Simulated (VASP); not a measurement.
# Os (Fm-3m) in VASP: notebook, part 2 of 2

VASP 6.6.1. Earlier steps stand in the parts before.

**3. Single point, PBE**

This run uses another cell than the first one, of 14.20 Å³/atom.

File INCAR:

```
SYSTEM = Os
ALGO     = Normal         ! electronic algorithm
EDIFF    = 1E-6           ! SCF threshold, eV
ENCUT    = 600            ! plane-wave cutoff, eV
GGA      = PE             ! functional
GGA_COMPAT= .FALSE.      
ISIF     = 2              ! what is computed and relaxed
ISMEAR   = -1             ! smearing method
LASPH    = .TRUE.         ! aspherical terms in the spheres
LCHARG   = .FALSE.        ! write CHGCAR
LREAL    = .FALSE.        ! projectors in reciprocal space
LWAVE    = .FALSE.        ! write WAVECAR
NBANDS   = 10             ! bands
NELM     = 120            ! most SCF steps
PREC     = Accurate       ! precision mode
SIGMA    = 0.041          ! smearing width, eV
```

File KPOINTS:

```
k-points
0
G
  10 10 10
  0 0 0
```

File POSCAR:

```
Os
1.0
    0.0000000000      1.9220413878      1.9220413878
    1.9220413878      0.0000000000      1.9220413878
    1.9220413878      1.9220413878      0.0000000000
Os
1
Direct
    0.0000000000      0.0000000000      0.0000000000
```

Potentials or basis: VASP PAW PBE potentials, release 64 (Os).

The run is started by

```sh
$ cat potpaw_PBE.64/Os/POTCAR > POTCAR
$ mpirun -np 1 vasp_std > vasp.out
```

OUTCAR:

```text
SYSTEM = Os
   EDIFF = 1E-6
   ENCUT = 600
   GGA = PE
   ISIF = 2
   ISMEAR = -1
   LASPH = .TRUE.
   LREAL = .FALSE.
   NELM = 120
   PREC = Accurate

 ion  position               nearest neighbor table
   1  0.000  0.000  0.000-

  LATTYP: Found a face centered cubic cell.
 ALAT       =     3.8440827756

  Lattice vectors:

 A1 = (   0.0000000000,   1.9220413878,   1.9220413878)
 A2 = (   1.9220413878,   0.0000000000,   1.9220413878)
 A3 = (   1.9220413878,   1.9220413878,   0.0000000000)

Analysis of symmetry for initial positions (statically):
=====================================================================
 Subroutine PRICEL returns:
 Original cell was already a primitive cell.

 Routine SETGRP: Setting up the symmetry group for a
 face centered cubic supercell.

 Subroutine GETGRP returns: Found 48 space group operations
 (whereof 48 operations were pure point group operations)
 out of a pool of 48 trial point group operations.

The static configuration has the point symmetry O_h .

Analysis of symmetry for dynamics (positions and initial velocities):
=====================================================================
 Subroutine PRICEL returns:
 Original cell was already a primitive cell.

 Routine SETGRP: Setting up the symmetry group for a
 face centered cubic supercell.

 Subroutine GETGRP returns: Found 48 space group operations
 (whereof 48 operations were pure point group operations)
 out of a pool of 48 trial point group operations.

The dynamic configuration has the point symmetry O_h .

 Subroutine INISYM returns: Found 48 space group operations
 (whereof 48 operations are pure point group operations),
 and found     1 'primitive' translations

----------------------------------------------------------------------------------------

[... 111 lines left out ...]
  volume/ion in A,a.u.               =      14.20        95.83
  Fermi-wavevector in a.u.,A,eV,Ry     =   1.352069  2.555039 24.872671  1.828090
  Thomas-Fermi vector in A             =   2.479438
   LORBIT       =      0    0 simple, 1 ext, 2 COOP (PROOUT), +10 PAW based schemes
   GGA     = PE    functional components
   LHFCALC =     F    Hartree Fock is set to
   AEXX    =    0.0000 exact exchange contribution
   IVDW    =     0    specifies the selected vdW correction
   LEPSILON=     F    determine dielectric tensor
   LRPA    =     F    only Hartree local field effects (RPA)
 non-spin polarized calculation
  energy-cutoff  :      600.00
  volume of cell :       14.20
 maximum number of plane-waves:       495
 NGX is ok and might be reduce to    24
   NGX = 11   NGY = 11   NGZ = 11

 number of electron       8.0000000 magnetization

 Free energy of the ion-electron system (eV)
  ---------------------------------------------------
  ext. energy  EPLUGINS =         0.00000000
  ---------------------------------------------------
  free energy    TOTEN  =       -11.07598341 eV

  energy without entropy =      -11.06713363  energy(sigma->0) =      -11.07155852

 E-fermi :   9.1828     XC(G=0): -13.9674

 val. band max:        9.1809360007   @ k =   0.0000   0.0000   0.0000
 cond. band min:       9.1889290490   @ k =   0.4000   0.3000   0.1000
 fundamental gap:      0.0079930483
 Fermi energy:         9.1827841664

 k-point     1 :       0.0000    0.0000    0.0000
  band No.  band energies     occupation
      1      -1.5689      2.00000
      2       6.1896      2.00000
      3       6.1896      2.00000
      4       6.1896      2.00000
      5       9.1809      1.02254
      6       9.1809      1.02253
      7      23.3698      0.00000
      8      29.1204      0.00000
      9      29.1204      0.00000
     10      29.1204      0.00000
[... 287 lines left out ...]
 k-point    24 :       0.4000    0.3000    0.0000
  band No.  band energies     occupation
      1       2.3316      2.00000
      2       3.1973      2.00000
      3       7.3161      2.00000
      4       9.5088      0.00070
      5      11.2086      0.00000
      6      11.3978      0.00000
      7      22.8527      0.00000
      8      25.0153      0.00000
      9      26.3889      0.00000
     10      31.0101      0.00000

 [... further k-points ...]

------------------------ aborting loop because EDIFF is reached ----------------------------------------

  FORCE on cell =-STRESS in cart. coord.  units (eV):
  Direction    XX          YY          ZZ          XY          YZ          ZX
  --------------------------------------------------------------------------------------
  -------------------------------------------------------------------------------------
  Total        0.3914278      0.3914278      0.3914278      0.0000000      0.0000000      0.0000000
  in kB       44.1615241     44.1615241     44.1615241      0.0000000      0.0000000      0.0000000
  external PRESSURE =      44.1615241 kB  Pullay stress =       0.0000000 kB

 VOLUME and BASIS-vectors are now :
 -----------------------------------------------------------------------------
  energy-cutoff  :      600.00
  volume of cell :       14.20
      direct lattice vectors                 reciprocal lattice vectors
     0.000000000  1.922041388  1.922041388    -0.260140080  0.260140080  0.260140080
     1.922041388  0.000000000  1.922041388     0.260140080 -0.260140080  0.260140080
     1.922041388  1.922041388  0.000000000     0.260140080  0.260140080 -0.260140080

 POSITION                                       TOTAL-FORCE (eV/Angst)
 -----------------------------------------------------------------------------------
      0.00000      0.00000      0.00000         0.000000      0.000000      0.000000
 -----------------------------------------------------------------------------------
    total drift:                               -0.000000      0.000000     -0.000000

  FREE ENERGIE OF THE ION-ELECTRON SYSTEM (eV)
  ---------------------------------------------------
  free  energy   TOTEN  =       -11.0759834118 eV

  energy  without entropy=      -11.0671336265  energy(sigma->0) =      -11.07155852
```

Run time: 6.5 s. Hardware: 1 thread of Intel Xeon Platinum 8375C at 2.90GHz (Ice Lake), shared host; peak memory 0.14 GiB.

What came out:

```
Free energy            : -11.0760 eV
Pressure               : 4.4 GPa
Band gap on the k mesh : zero (bands 4 and 5 overlap by 3.89 eV)
```

Caveat: the cell stands under pressure; spin-orbit coupling is left out, which moves the levels of the heavy elements.

**4. Single point, PBE**

This run uses another cell than the first one, of 14.20 Å³/atom.

File INCAR:

```
SYSTEM = Os
ALGO = Normal ; EDIFF = 1E-6
ENCUT = 600 ; GGA = PE
GGA_COMPAT = .FALSE. ; ISIF = 2
ISMEAR = 1 ; LASPH = .TRUE.
LCHARG = .TRUE. ; LELF = .TRUE.
LREAL = .FALSE. ; LVHAR = .TRUE.
LWAVE = .FALSE. ; NBANDS = 10
NELM = 120 ; PREC = Accurate
SIGMA = 0.006
```

KPOINTS is that of step 3.

POSCAR is that of step 3.

Potentials or basis: VASP PAW PBE potentials, release 64 (Os).

The run is started by

```sh
$ cat potpaw_PBE.64/Os/POTCAR > POTCAR
$ mpirun -np 1 vasp_std > vasp.out
```

OUTCAR:

```text
SYSTEM = Os
   EDIFF = 1E-6
   ENCUT = 600
   GGA = PE
   ISIF = 2
   ISMEAR = 1
   LASPH = .TRUE.
   LREAL = .FALSE.
   NELM = 120
   PREC = Accurate

 ion  position               nearest neighbor table
   1  0.000  0.000  0.000-

  LATTYP: Found a face centered cubic cell.
 ALAT       =     3.8440827756

  Lattice vectors:

 A1 = (   0.0000000000,   1.9220413878,   1.9220413878)
 A2 = (   1.9220413878,   0.0000000000,   1.9220413878)
 A3 = (   1.9220413878,   1.9220413878,   0.0000000000)

Analysis of symmetry for initial positions (statically):
=====================================================================
 Subroutine PRICEL returns:
 Original cell was already a primitive cell.

 Routine SETGRP: Setting up the symmetry group for a
 face centered cubic supercell.

 Subroutine GETGRP returns: Found 48 space group operations
 (whereof 48 operations were pure point group operations)
 out of a pool of 48 trial point group operations.

The static configuration has the point symmetry O_h .

Analysis of symmetry for dynamics (positions and initial velocities):
=====================================================================
 Subroutine PRICEL returns:
 Original cell was already a primitive cell.

 Routine SETGRP: Setting up the symmetry group for a
 face centered cubic supercell.

 Subroutine GETGRP returns: Found 48 space group operations
 (whereof 48 operations were pure point group operations)
 out of a pool of 48 trial point group operations.

The dynamic configuration has the point symmetry O_h .

 Subroutine INISYM returns: Found 48 space group operations
 (whereof 48 operations are pure point group operations),
 and found     1 'primitive' translations

----------------------------------------------------------------------------------------

                                     Primitive cell
[... 112 lines left out ...]
  Thomas-Fermi vector in A             =   2.479438
   LORBIT       =      0    0 simple, 1 ext, 2 COOP (PROOUT), +10 PAW based schemes
   GGA     = PE    functional components
   LHFCALC =     F    Hartree Fock is set to
   AEXX    =    0.0000 exact exchange contribution
   IVDW    =     0    specifies the selected vdW correction
   LEPSILON=     F    determine dielectric tensor
   LRPA    =     F    only Hartree local field effects (RPA)
 non-spin polarized calculation
 Methfessel and Paxton  Order N= 1 SIGMA  =   0.01
  energy-cutoff  :      600.00
  volume of cell :       14.20
 maximum number of plane-waves:       495
 NGX is ok and might be reduce to    24
   NGX = 11   NGY = 11   NGZ = 11

 number of electron       8.0000000 magnetization

 Free energy of the ion-electron system (eV)
  ---------------------------------------------------
  ext. energy  EPLUGINS =         0.00000000
  ---------------------------------------------------
  free energy    TOTEN  =       -11.06979933 eV

  energy without entropy =      -11.06971896  energy(sigma->0) =      -11.06977254

 E-fermi :   9.1809     XC(G=0): -13.9668

 val. band max:        9.1797817500   @ k =   0.4000   0.2000   0.1000
 cond. band min:       9.1830922000   @ k =   0.0000   0.0000   0.0000
 fundamental gap:      0.0033104499
 Fermi energy:         9.1809214276

 k-point     1 :       0.0000    0.0000    0.0000
  band No.  band energies     occupation
      1      -1.5693      2.00000
      2       6.1912      2.00000
      3       6.1912      2.00000
      4       6.1912      2.00000
      5       9.1831      0.42981
      6       9.1831      0.42977
      7      23.3691      0.00000
      8      29.1199      0.00000
      9      29.1199      0.00000
     10      29.1199      0.00000
[... 287 lines left out ...]
 k-point    24 :       0.4000    0.3000    0.0000
  band No.  band energies     occupation
      1       2.3320      2.00000
      2       3.1983      2.00000
      3       7.3169      2.00000
      4       9.5108      0.00000
      5      11.2103      0.00000
      6      11.4002      0.00000
      7      22.8530      0.00000
      8      25.0156      0.00000
      9      26.3896      0.00000
     10      31.0101      0.00000

 [... further k-points ...]

------------------------ aborting loop because EDIFF is reached ----------------------------------------

  FORCE on cell =-STRESS in cart. coord.  units (eV):
  Direction    XX          YY          ZZ          XY          YZ          ZX
  --------------------------------------------------------------------------------------
  -------------------------------------------------------------------------------------
  Total        0.3833169      0.3833169      0.3833169      0.0000000      0.0000000      0.0000000
  in kB       43.2464343     43.2464343     43.2464343      0.0000000      0.0000000      0.0000000
  external PRESSURE =      43.2464343 kB  Pullay stress =       0.0000000 kB

 VOLUME and BASIS-vectors are now :
 -----------------------------------------------------------------------------
  energy-cutoff  :      600.00
  volume of cell :       14.20
      direct lattice vectors                 reciprocal lattice vectors
     0.000000000  1.922041388  1.922041388    -0.260140080  0.260140080  0.260140080
     1.922041388  0.000000000  1.922041388     0.260140080 -0.260140080  0.260140080
     1.922041388  1.922041388  0.000000000     0.260140080  0.260140080 -0.260140080

 POSITION                                       TOTAL-FORCE (eV/Angst)
 -----------------------------------------------------------------------------------
      0.00000      0.00000      0.00000        -0.000000     -0.000000      0.000000
 -----------------------------------------------------------------------------------
    total drift:                               -0.000000      0.000000     -0.000000

  FREE ENERGIE OF THE ION-ELECTRON SYSTEM (eV)
  ---------------------------------------------------
  free  energy   TOTEN  =       -11.0697993256 eV

  energy  without entropy=      -11.0697189635  energy(sigma->0) =      -11.06977254
```

stdout:

```text
POSCAR found type information on POSCAR Os
 POSCAR found :  1 types and       1 ions
 scaLAPACK will be used
 LDA part: xc-table for (Slater+PW92), standard interpolation
 POSCAR, INCAR and KPOINTS ok, starting setup
 FFT: planning ... GRIDC
 FFT: planning ... GRID_SOFT
 FFT: planning ... GRID
 WAVECAR not read
 entering main loop
```

Run time: 6.7 s. Hardware: 1 thread of Intel Xeon Platinum 8375C at 2.90GHz (Ice Lake), shared host; peak memory 0.14 GiB.

Results:

* Free energy: -11.0698 eV
* Pressure: 4.3 GPa
* Band gap on the k mesh: zero (bands 4 and 5 overlap by 3.89 eV)

Caveat: the cell stands under pressure; spin-orbit coupling is left out, which moves the levels of the heavy elements.

**5. Summary**

| cell | smearing | gap on the mesh (eV) | pressure (GPa) |
| --- | --- | --- | --- |
| a = 2.600 Å, angles 60.0°, 1 atom | gaussian 0.1 eV | none | 81.2 |
| a = 2.718 Å, angles 60.0°, 1 atom | fermi-dirac 0.041 eV | none | 4.4 |
| a = 2.718 Å, angles 60.0°, 1 atom | methfessel-paxton 0.006 eV | none | 4.3 |

Alike in all rows: task single point; level PBE; potentials or basis VASP PAW PBE potentials, release 64 (Os); no spin polarisation; k mesh 10 × 10 × 10; cutoff (eV) 600.

Caveats: the cell stands under pressure; spin-orbit coupling is left out, which moves the levels of the heavy elements.

Total energies depend on the potentials used, so only differences within one code and one set of settings carry meaning.
